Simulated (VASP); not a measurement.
# PbO2 (P-3m1) in VASP: a series of runs

PbO2 is run at these levels: PBE; tasks: single point, relaxation of cell and atoms.

Everything below comes from runs of VASP 6.6.1. Logs are shortened: lines on timing, memory, paths and dates and some standing lists are left out, and cuts for length are marked.

**1. The cell of the first run**

Symmetry: P-3m1, No. 164, trigonal system. Conventional cell: a = 3.416 Å, b = 3.416 Å, c = 5.318 Å, α = 90.00°, β = 90.00°, γ = 120.00°. Pb (site symmetry -3m) has 6 O at 2.24 Å within 3.0 Å. O (site symmetry 3m) has 3 Pb at 2.24 Å and 3 O at 2.90 Å within 3.0 Å.

**2. Single point, PBE**

Contents of INCAR:

```
  ALGO = Normal
  EDIFF = 1E-6
  ENCUT = 520
  GGA = PE
  ISIF = 2
  ISMEAR = 0
  LASPH = T
  LCHARG = T
  LELF = T
  LREAL = F
  LVHAR = T
  LWAVE = F
  NBANDS = 20
  NELM = 100
  PREC = Accurate
  SIGMA = 0.05
```

Contents of KPOINTS:

```
k-points
0
Gamma
  12 12 8
```

Contents of POSCAR:

```
PbO2
1.0
    3.4155353807      0.0000000000      0.0000000000
   -1.7077676904      2.9579404072      0.0000000000
    0.0000000000      0.0000000000      5.3175105275
Pb O
1 2
Direct
    0.0000000000      0.0000000000      0.0000000000
    0.3333333333      0.6666666667      0.1995785799
    0.6666666667      0.3333333333      0.8004214201
```

Potentials or basis: VASP PAW PBE potentials, release 64 (Pb_d, O).

Started as:

```console
$ cat potpaw_PBE.64/Pb_d/POTCAR potpaw_PBE.64/O/POTCAR > POTCAR
$ mpirun -np 1 vasp_std > vasp.out
```

OUTCAR:

```text
EDIFF = 1E-6
   ENCUT = 520
   GGA = PE
   ISIF = 2
   ISMEAR = 0
   LASPH = T
   LREAL = F
   NELM = 100
   PREC = Accurate

 ion  position               nearest neighbor table
   1  0.000  0.000  0.000-   2 2.24   3 2.24   3 2.24   2 2.24   3 2.24   2 2.24
   2  0.333  0.667  0.200-   1 2.24   1 2.24   1 2.24
   3  0.667  0.333  0.800-   1 2.24   1 2.24   1 2.24

  LATTYP: Found a hexagonal cell.
 ALAT       =     3.4155353807
 C/A-ratio  =     1.5568600336

  Lattice vectors:

 A1 = (   3.4155353807,   0.0000000000,   0.0000000000)
 A2 = (  -1.7077676904,   2.9579404072,   0.0000000000)
 A3 = (   0.0000000000,   0.0000000000,   5.3175105275)

Analysis of symmetry for initial positions (statically):
=====================================================================
 Subroutine PRICEL returns:
 Original cell was already a primitive cell.

 Routine SETGRP: Setting up the symmetry group for a
 hexagonal supercell.

 Subroutine GETGRP returns: Found 12 space group operations
 (whereof 12 operations were pure point group operations)
 out of a pool of 24 trial point group operations.

The static configuration has the point symmetry D_3d.

Analysis of symmetry for dynamics (positions and initial velocities):
=====================================================================
 Subroutine PRICEL returns:
 Original cell was already a primitive cell.

 Routine SETGRP: Setting up the symmetry group for a
 hexagonal supercell.

 Subroutine GETGRP returns: Found 12 space group operations
 (whereof 12 operations were pure point group operations)
 out of a pool of 24 trial point group operations.

The dynamic configuration has the point symmetry D_3d.

 Subroutine INISYM returns: Found 12 space group operations
 (whereof 12 operations are pure point group operations),
 and found     1 'primitive' translations

----------------------------------------------------------------------------------------

                                     Primitive cell

  volume of cell :      53.7225

  direct lattice vectors                    reciprocal lattice vectors
     3.415535381  0.000000000  0.000000000     0.292779869  0.169036536  0.000000000
    -1.707767690  2.957940407  0.000000000     0.000000000  0.338073072  0.000000000
     0.000000000  0.000000000  5.317510527     0.000000000  0.000000000  0.188057926

  length of vectors
     3.415535381  3.415535381  5.317510527     0.338073072  0.338073072  0.188057926

  position of ions in fractional coordinates (direct lattice)
     0.000000000  0.000000000  0.000000000
     0.333333333  0.666666667  0.199578580
     0.666666667  0.333333333  0.800421420

  ion indices of the primitive-cell ions
   primitive index   ion index
                 1           1
                 2           2
                 3           3

----------------------------------------------------------------------------------------

 KPOINTS: k-points

Automatic generation of k-mesh.
 Grid dimensions read from file:
 generate k-points for:   12   12    8

 Generating k-lattice:

  Cartesian coordinates                     Fractional coordinates (reciprocal lattice)
     0.024398322  0.014086378  0.000000000     0.083333333  0.000000000  0.000000000
     0.000000000  0.028172756  0.000000000     0.000000000  0.083333333  0.000000000
     0.000000000  0.000000000  0.023507241     0.000000000  0.000000000  0.125000000

  Length of vectors
     0.028172756  0.028172756  0.023507241

  Shift w.r.t. Gamma in fractional coordinates (k-lattice)
     0.000000000  0.000000000  0.000000000

 Subroutine IBZKPT returns following result:
 ===========================================

 Found    131 irreducible k-points:

 Following reciprocal coordinates:
            Coordinates               Weight
  0.000000  0.000000  0.000000      1.000000
  0.083333  0.000000  0.000000      6.000000
  0.166667  0.000000  0.000000      6.000000
  0.250000  0.000000  0.000000      6.000000
  0.333333  0.000000  0.000000      6.000000
  0.416667  0.000000  0.000000      6.000000
[... 16 lines left out ...]
  0.166667  0.000000  0.125000      6.000000
  0.000000  0.166667  0.125000      6.000000
 [... further k-points ...]
   k-points           NKPTS =    131   k-points in BZ     NKDIM =    131   number of bands    NBANDS=     20
   number of dos      NEDOS =    301   number of ions     NIONS =      3
   total plane-waves  NPLWV =  31360
   dimension x,y,z NGX =    28 NGY =   28 NGZ =   40
   dimension x,y,z NGXF=    56 NGYF=   56 NGZF=   80
   ions per type =               1   2
   NGX,Y,Z   is equivalent  to a cutoff of  13.63, 13.63, 12.51 a.u.
   NGXF,Y,Z  is equivalent  to a cutoff of  27.26, 27.26, 25.01 a.u.
 SYSTEM =  unknown system
   PREC   = accura    normal or accurate (medium, high low for compatibility)
   ISTART =      0    job   : 0-new  1-cont  2-samecut
   ICHARG =      2    charge: 1-file 2-atom 10-const
   ISPIN  =      1    spin polarized calculation?
   LNONCOLLINEAR =      F non collinear calculations
   LSORBIT =      F    spin-orbit coupling
   LASPH  =      T    aspherical Exc in radial PAW
   ENCUT  =  520.0 eV  38.22 Ry    6.18 a.u.   6.35  6.35  9.89*2*pi/ulx,y,z
   NELM   =    100;   NELMIN=  2; NELMDL= -5     # of ELM steps
   EDIFF  = 0.1E-05   stopping-criterion for ELM
   LREAL  =      F    real-space projection
   EDIFFG = 0.1E-04   stopping-criterion for IOM
   NSW    =      0    number of steps for IOM
   IBRION =     -1    ionic relax: 0-MD 1-quasi-New 2-CG
   NFREE  =      0    steps in history (QN), initial steepest desc. (CG)
   ISIF   =      2    stress and relaxation
   ISYM   =      2    0-nonsym 1-usesym 2-fastsym
   POTIM  = 0.5000    time-step for ionic-motion
   TEBEG  =    0.0;   TEEND  =   0.0 temperature during run
   PSTRESS=    0.0 pullay stress
   NELECT =      26.0000    total number of electrons
   NUPDOWN=      -1.0000    fix difference up-down
   EMIN   =  10.00;   EMAX   =-10.00  energy-range for DOS
   EFERMI =   0.00;   METHOD = LEGACY
   ISMEAR =     0;   SIGMA  =   0.05  broadening in eV -4-tet -1-fermi 0-gaus
   EFERMI_NEDOS =   21; number of points for ismear=-14 and -15
   IALGO  =     38    algorithm
   IMIX   =      4    mixing-type and parameters
     AMIX     =   0.40;   BMIX     =  1.00
     AMIX_MAG =   1.60;   BMIX_MAG =  1.00
  volume/ion in A,a.u.               =      17.91       120.85
  Fermi-wavevector in a.u.,A,eV,Ry     =   1.285327  2.428917 22.477729  1.652066
  Thomas-Fermi vector in A             =   2.417468
   LORBIT       =      0    0 simple, 1 ext, 2 COOP (PROOUT), +10 PAW based schemes
   GGA     = PE    functional components
   LHFCALC =     F    Hartree Fock is set to
   AEXX    =    0.0000 exact exchange contribution
   IVDW    =     0    specifies the selected vdW correction
   LEPSILON=     F    determine dielectric tensor
   LRPA    =     F    only Hartree local field effects (RPA)
 non-spin polarized calculation
 Gauss-broadening in eV      SIGMA  =   0.05
  energy-cutoff  :      520.00
  volume of cell :       53.72
 maximum number of plane-waves:      1466
 NGX is ok and might be reduce to    28
   NGX = 13   NGY = 13   NGZ = 19

 number of electron      25.9999995 magnetization

 Free energy of the ion-electron system (eV)
  ---------------------------------------------------
  ext. energy  EPLUGINS =         0.00000000
  ---------------------------------------------------
  free energy    TOTEN  =       -15.64425699 eV

  energy without entropy =      -15.64425699  energy(sigma->0) =      -15.64425699

 E-fermi :   1.7777     XC(G=0):  -9.0958

 val. band max:        1.4873270565   @ k =   0.3333   0.2500   0.5000
 cond. band min:       2.3450927497   @ k =   0.0000   0.0000   0.0000
 fundamental gap:      0.8577656932
 Fermi energy:         1.7777332141

 k-point     1 :       0.0000    0.0000    0.0000
  band No.  band energies     occupation
      1     -16.2084      2.00000
      2     -14.4043      2.00000
      3     -13.7062      2.00000
      4     -13.7062      2.00000
      5     -13.4261      2.00000
      6     -13.3995      2.00000
[... 12 lines left out ...]
     19      17.3047      0.00000
     20      18.1882      0.00000

 k-point     2 :       0.0833    0.0000    0.0000
  band No.  band energies     occupation
      1     -16.1436      2.00000
      2     -14.6767      2.00000
      3     -13.6839      2.00000
      4     -13.5212      2.00000
      5     -13.4214      2.00000
      6     -13.4015      2.00000
[... 12 lines left out ...]
     19      16.5546      0.00000
     20      18.6260      0.00000

 k-point     3 :       0.1667    0.0000    0.0000
  band No.  band energies     occupation
      1     -15.9697      2.00000
      2     -15.0726      2.00000
      3     -13.6270      2.00000
      4     -13.5006      2.00000
      5     -13.4060      2.00000
      6     -13.4023      2.00000
[... 12 lines left out ...]
     19      15.4372      0.00000
     20      18.4180      0.00000

 k-point     4 :       0.2500    0.0000    0.0000
  band No.  band energies     occupation
      1     -15.8018      2.00000
      2     -15.3145      2.00000
      3     -13.5685      2.00000
      4     -13.5344      2.00000
      5     -13.3845      2.00000
      6     -13.3816      2.00000
[... 12 lines left out ...]
     19      14.4855      0.00000
     20      17.0311      0.00000

 k-point     5 :       0.3333    0.0000    0.0000
  band No.  band energies     occupation
      1     -15.8899      2.00000
      2     -15.1747      2.00000
      3     -13.5793      2.00000
      4     -13.5451      2.00000
      5     -13.3658      2.00000
      6     -13.3227      2.00000
[... 12 lines left out ...]
     19      13.8260      0.00000
     20      15.8277      0.00000
[... 353 lines left out ...]
      6     -13.4016      2.00000
[... 12 lines left out ...]
     19      16.5238      0.00000
     20      18.7019      0.00000

 k-point    22 :       0.0000    0.0833    0.1250
  band No.  band energies     occupation
      1     -16.1402      2.00000
      2     -14.6811      2.00000
      3     -13.6840      2.00000
      4     -13.5221      2.00000
      5     -13.4190      2.00000
      6     -13.4016      2.00000
[... 12 lines left out ...]
     19      16.5708      0.00000
     20      18.6665      0.00000

 k-point    23 :       0.1667    0.0000    0.1250
  band No.  band energies     occupation
      1     -15.9653      2.00000
      2     -15.0779      2.00000
      3     -13.6270      2.00000
      4     -13.5002      2.00000
      5     -13.4053      2.00000
      6     -13.4024      2.00000
[... 12 lines left out ...]
     19      15.3833      0.00000
     20      18.7077      0.00000

 k-point    24 :       0.0000    0.1667    0.1250
  band No.  band energies     occupation
      1     -15.9675      2.00000
      2     -15.0738      2.00000
      3     -13.6271      2.00000
      4     -13.5012      2.00000
      5     -13.4035      2.00000
      6     -13.4023      2.00000
[... 12 lines left out ...]
     19      15.4620      0.00000
     20      18.1972      0.00000

 [... further k-points ...]

------------------------ aborting loop because EDIFF is reached ----------------------------------------

  FORCE on cell =-STRESS in cart. coord.  units (eV):
  Direction    XX          YY          ZZ          XY          YZ          ZX
  --------------------------------------------------------------------------------------
  -------------------------------------------------------------------------------------
  Total        0.0986418      0.0986418      0.0232252     -0.0000000      0.0000000     -0.0000000
  in kB        2.9418118      2.9418118      0.6926508     -0.0000000      0.0000000     -0.0000000
  external PRESSURE =       2.1920915 kB  Pullay stress =       0.0000000 kB

 VOLUME and BASIS-vectors are now :
 -----------------------------------------------------------------------------
  energy-cutoff  :      520.00
  volume of cell :       53.72
      direct lattice vectors                 reciprocal lattice vectors
     3.415535381  0.000000000  0.000000000     0.292779869  0.169036536  0.000000000
    -1.707767690  2.957940407  0.000000000     0.000000000  0.338073072  0.000000000
     0.000000000  0.000000000  5.317510527     0.000000000  0.000000000  0.188057926

 POSITION                                       TOTAL-FORCE (eV/Angst)
 -----------------------------------------------------------------------------------
      0.00000      0.00000      0.00000        -0.000000      0.000000      0.000000
     -0.00000      1.97196      1.06126        -0.000000      0.000000      0.033384
      1.70777      0.98598      4.25625         0.000000      0.000000     -0.033384
 -----------------------------------------------------------------------------------
    total drift:                               -0.000000      0.000000      0.000000

  FREE ENERGIE OF THE ION-ELECTRON SYSTEM (eV)
  ---------------------------------------------------
  free  energy   TOTEN  =       -15.6442569863 eV

  energy  without entropy=      -15.6442569863  energy(sigma->0) =      -15.64425699
```

It took 90 s on 1 thread of Intel Xeon 8259CL, shared host; peak memory 0.27 GiB.

Results:

* Free energy: -15.6443 eV
* Pressure: 0.2 GPa
* Largest force: 0.033 eV/Å
* Band gap on the k mesh: 0.86 eV (least direct gap 1.11 eV)

Forces on the atoms (eV/Å):
```
Pb   0.000  0.000  0.000
O    0.000  0.000  0.033
O    0.000  0.000 -0.033
```

Caveat: spin-orbit coupling is left out, which moves the levels of the heavy elements.

(Continued in part 2 of 2.)
